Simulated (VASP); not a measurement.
Runs of VASP 6.6.1 on MgH2. The structure is that of space group P6/mmm (No. 191), or close to it. The cells are those of the table. 

```csv
task,cell,cutoff (eV),gap on the mesh (eV),pressure (GPa)
single point,"a = 2.784, b = 2.784, c = 2.666 Å, angles 90.0, 90.0, 120.0°, 3 atoms",520,none,(a)
single point,"a = 3.039, b = 3.039, c = 2.925 Å, angles 90.0, 90.0, 120.0°, 3 atoms",520,none,-0.7
relaxation of cell and atoms,"relaxed to 30 GPa from a = 3.000, b = 3.000, c = 3.300 Å, angles 90.0, 90.0, 120.0°, 3 atoms",600,none,30.2
relaxation of cell and atoms,"relaxed from a = 3.000, b = 3.000, c = 3.300 Å, angles 90.0, 90.0, 120.0°, 3 atoms",600,none,0.2
relaxation of cell and atoms,"relaxed to 10 GPa from a = 3.000, b = 3.000, c = 3.300 Å, angles 90.0, 90.0, 120.0°, 3 atoms",600,none,10.1
```

Alike in all rows: level LDA; potentials or basis VASP PAW LDA potentials, release 64 (Mg, H); no spin polarisation; k mesh 9 × 9 × 7; smearing fermi-dirac 0.01 eV.

Question: Estimate the missing entries.

Answer: (a) 29.2.

Caveats: the cell is relaxed towards a set pressure, so the enthalpy falls and the energy may rise (some runs).

A gap of «none» marks levels without a gap at the run's occupations.
